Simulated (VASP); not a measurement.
Wanted: the native input for a VASP 6.6.1 run.

```yaml
Task: single point
Functional: PBE
Potentials_or_basis: VASP PAW PBE potentials, release 64 (Na_pv, H)
Cutoff: 520 eV
k_mesh: 10 × 10 × 10
Occupations: fermi-dirac, width 0.02 eV
Spin: no spin polarisation
Dipole_correction: no
Further_INCAR_settings: ALGO = Normal; EDIFF = 1e-06; NBANDS = 11
```

The structure of NaH lies in POSCAR:

```
NaH
1.0
    0.0000000000      2.5368077538      2.3975122897
    2.5368077538      0.0000000000      2.3975122897
    2.5368077538      2.5368077538      0.0000000000
Na H
1 1
Direct
    0.0000000000      0.0000000000      0.0000000000
    0.5000000000      0.5000000000      0.5000000000
```

This cell differs from its parent crystal: biaxial xy strain +5.8%.

One way to write it, as run:

INCAR

```
SYSTEM = NaH
PREC     = Accurate       ! precision mode
ENCUT    = 520            ! plane-wave cutoff, eV
EDIFF    = 1E-6           ! SCF threshold, eV
ISMEAR   = -1             ! smearing method
SIGMA    = 0.02           ! smearing width, eV
LREAL    = .FALSE.        ! projectors in reciprocal space
LASPH    = .TRUE.         ! aspherical terms in the spheres
NELM     = 100            ! most SCF steps
ALGO     = Normal         ! electronic algorithm
ISIF     = 2              ! what is computed and relaxed
LWAVE    = .FALSE.        ! write WAVECAR
LCHARG   = .FALSE.        ! write CHGCAR
GGA      = PE             ! functional
NBANDS   = 11             ! bands
```

KPOINTS

```
regular mesh
0
G
  10 10 10
  0 0 0
```

Potentials or basis: VASP PAW PBE potentials, release 64 (Na_pv, H).

Command:

```console
$ cat potpaw_PBE.64/Na_pv/POTCAR potpaw_PBE.64/H/POTCAR > POTCAR
$ mpirun -np 1 vasp_std > vasp.out
```

It gave:

* Pressure: -1.7 GPa
* Band gap on the k mesh: 3.58 eV (least direct gap 4.43 eV)

Caveat: the cell differs from its parent crystal (biaxial xy strain +5.8%).

Wall time 40 s on 1 thread of Intel Xeon 8259CL, with other jobs on the host, peak memory 0.17 GiB.
